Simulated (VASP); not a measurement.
**H: relaxation of shape and atoms at fixed volume with PBE**

H:

```
H
1.0
     1.75508   -2.82243    0.00000
     1.75508    2.82243    0.00000
     0.00000    0.00000    6.70711
H
4
Cartesian
  1.7551 -0.3045 6.4944
  1.7551 0.3045 0.2127
  1.7551 0.3045 3.1408
  1.7551 -0.3045 3.5663
```

```yaml
Program: VASP 6.6.1
Task: relaxation of shape and atoms at fixed volume
Functional: PBE
Potentials_or_basis: VASP PAW PBE potentials, release 64 (H)
Cutoff: 600 eV
k_mesh: 8 × 8 × 4
Occupations: gaussian, width 0.02 eV
Spin: no spin polarisation
Dipole_correction: no
Further_INCAR_settings: ALGO = Normal; EDIFF = 1e-07; IBRION = 2; EDIFFG = -0.01; NSW = 50; ISIF = 4
```

The energy gained by relaxing is 0.4 meV/atom and the ionic steps are 3. The pressure after relaxing is 0.0 GPa and the band gap on the k mesh is 8.77 eV (least direct gap 8.91 eV).

Step by step:
```tsv
step	energy change (eV)	largest force (eV/Å)	pressure (GPa)	volume (Å³)
1	0.0000	0.2489	0.31	66.45
2	0.0087	0.5771	-0.69	66.45
3	-0.0017	0.0003	0.01	66.45
```

Final structure:
```
H
1.0
     1.75436   -2.82359    0.00000
     1.75436    2.82359    0.00000
     0.00000    0.00000    6.70713
H
4
Direct
  0.55444 0.44556 0.96799
  0.44556 0.55444 0.03201
  0.44556 0.55444 0.46799
  0.55444 0.44556 0.53201
```

Levels at points of the mesh, in eV from the valence-band top:
```csv
k point,band 1,band 2,band 3,band 4,band 5,band 6
"(0.00, 0.00, 0.00)",-1.43,-0.87,8.77,11.68,15.24,15.81
"(0.50, 0.00, 0.00)",-0.60,-0.19,9.42,11.62,11.88,14.35
"(0.50, 0.50, 0.00)",-0.39,0.00,8.91,10.82,12.79,14.54
"(0.00, 0.00, 0.50)",-1.17,-1.17,10.09,10.09,15.30,15.30
"(0.50, 0.00, 0.50)",-0.41,-0.41,10.20,10.20,13.21,13.21
"(0.50, 0.50, 0.50)",-0.20,-0.20,9.64,9.64,13.95,13.95
```

Run time: 27 s on 1 thread of Oxide Virtual Turin-like Processor (shared host), peak memory 0.16 GiB.

Caveat: this functional lacks dispersion, which holds the molecules together, so the pressure and a relaxed volume are unreliable. A k mesh can miss the band edges.
